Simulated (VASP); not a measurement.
The system is PbF2.

```xyz
3
Lattice="0.0000 2.9637 2.9637 2.9637 0.0000 2.9637 2.9637 2.9637 0.0000" Properties=species:S:1:pos:R:3 pbc="T T T"
Pb    0.0000    0.0000    0.0000
F     4.4455    4.4455    4.4455
F     1.4818    1.4818    1.4818
```

Base run:

```yaml
Program: VASP 6.6.1
Functional: PBE-based global hybrid with 35 % exact exchange
Potentials_or_basis: VASP PAW PBE potentials, release 64 (Pb_d, F)
Cutoff: 520 eV
k_mesh: 5 × 5 × 5
Occupations: fermi-dirac, width 0.05 eV
Spin: no spin polarisation
```

Its results: band gap on the k mesh 7.40 eV (least direct gap 7.67 eV); pressure 0.0 GPa.

Task: The run is repeated on the same cell with these changes: functional from PBE-based global hybrid with 35 % exact exchange to PBE-based global hybrid with 25 % exact exchange; share of exact exchange from 0.35 to 0.25. What comes out?

Result: Band gap on the k mesh 6.58 eV (least direct gap 6.84 eV); pressure 0.7 GPa.

Caveats: the PAW data sets were made with another functional, which shifts forces and pressure a little; spin-orbit coupling is left out, which moves the levels of the heavy elements; an odd mesh through Γ misses points on the zone boundary, where band edges can lie.
